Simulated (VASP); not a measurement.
Write the native input for VASP 6.6.1 that does the following.

| Item | Value |
| --- | --- |
| Task | single point |
| Functional | PBE |
| Potentials or basis | VASP PAW PBE potentials, release 64 (Li_sv, F) |
| Cutoff | 520 eV |
| k mesh | 9 × 9 × 6 |
| Occupations | gaussian, width 0.05 eV |
| Spin | no spin polarisation |
| Dipole correction | no |
| Further INCAR settings | ALGO = Normal; EDIFF = 1e-06; NBANDS = 18 |

The structure of LiF lies in POSCAR:

```
LiF
1.0
    3.0619407579      0.0000000000      0.0000000000
   -1.5309703789      2.6517184812      0.0000000000
    0.0000000000      0.0000000000      5.1088481545
Li F
2 2
Direct
    0.3333333333      0.6666666667      0.3912714954
    0.6666666667      0.3333333333      0.8912714954
    0.3333333333      0.6666666667      0.9939266766
    0.6666666667      0.3333333333      0.4939266766
```

This cell differs from its parent crystal: c/a of the conventional cell at fixed volume 1.6685.

The input as run:

INCAR

```
  PREC = Accurate
  ENCUT = 520
  EDIFF = 1E-6
  ISMEAR = 0
  SIGMA = 0.05
  LREAL = False
  LASPH = True
  NELM = 60
  ALGO = Normal
  ISIF = 2
  LWAVE = False
  LCHARG = False
  GGA = PE
  NBANDS = 18
```

KPOINTS

```
Automatic mesh
0
Gamma
  9 9 6
```

Potentials or basis: VASP PAW PBE potentials, release 64 (Li_sv, F).

Launch:

```bash
$ cat potpaw_PBE.64/Li_sv/POTCAR potpaw_PBE.64/F/POTCAR > POTCAR
$ mpirun -np 1 vasp_std > vasp.out
```

Results of the run:

The largest force is 0.246 eV/Å and the band gap on the k mesh is 7.59 eV, direct.

Run time: 71 s on 1 thread of AMD EPYC 7R13, with other jobs on the host, peak memory 0.14 GiB.
